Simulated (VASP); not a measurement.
Crystal: ZrB.

```
CELL_PARAMETERS angstrom
0.00000 2.35560 2.35560
2.35560 0.00000 2.35560
2.35560 2.35560 0.00000
ATOMIC_POSITIONS crystal
Zr 0.00000 0.00000 0.00000
B 0.50000 0.50000 0.50000
```

Base run:

```yaml
Program: VASP 6.6.1
Functional: r2SCAN
Potentials_or_basis: VASP PAW PBE potentials, release 64 (Zr_sv, B)
Cutoff: 520 eV
k_mesh: 10 × 10 × 10
Occupations: fermi-dirac, width 0.05 eV
Spin: no spin polarisation
```

Its results: pressure 25.9 GPa.

The run is repeated on the same cell with these changes: functional from r2SCAN to PBE; further incar settings from ALGO = Normal; EDIFF = 1e-07; NBANDS = 14 to ALGO = Normal; EDIFF = 1e-06; NBANDS = 14. What comes out?

Pressure 24.3 GPa.

Caveats: the PAW data sets were made with another functional, which shifts forces and pressure a little (some runs).
